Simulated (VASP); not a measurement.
A run of VASP 6.6.1:

The input INCAR:

```
SYSTEM = Ta
PREC = Accurate
ENCUT = 520
EDIFF = 1E-6
ISMEAR = -1
SIGMA = 0.05
LREAL = .FALSE.
LASPH = .TRUE.
NELM = 150
ALGO = Normal
ISIF = 2
LWAVE = .FALSE.
LCHARG = .FALSE.
ISPIN = 2
MAGMOM = 0.3 0.3
LORBIT = 11
NUPDOWN = 0.6
LMAXMIX = 4
GGA = CA
NBANDS = 22
```

KPOINTS

```
regular mesh
0
G
  11 11 6
  0 0 0
```

File POSCAR:

```
Ta
1.0
    2.9003720726      0.0000000000      0.0000000000
   -1.4501860363      2.5117958953      0.0000000000
    0.0000000000      0.0000000000      5.1662740000
Ta
2
Direct
    0.6666666667      0.3333333333      0.7500000000
    0.3333333333      0.6666666667      0.2500000000
```

Potentials or basis: VASP PAW LDA potentials, release 64 (Ta_pv).

Command:

```bash
$ cat potpaw_LDA.64/Ta_pv/POTCAR > POTCAR
$ mpirun -np 1 vasp_std > vasp.out
```

Hardware: 1 thread of AMD EPYC 7R13, with other jobs on the host.

Task: How long does it take, and how much memory?

Result: Wall time 3 min on 1 thread of AMD EPYC 7R13 (shared host), peak memory 0.17 GiB. Counts: scf iterations 13, k points 64.
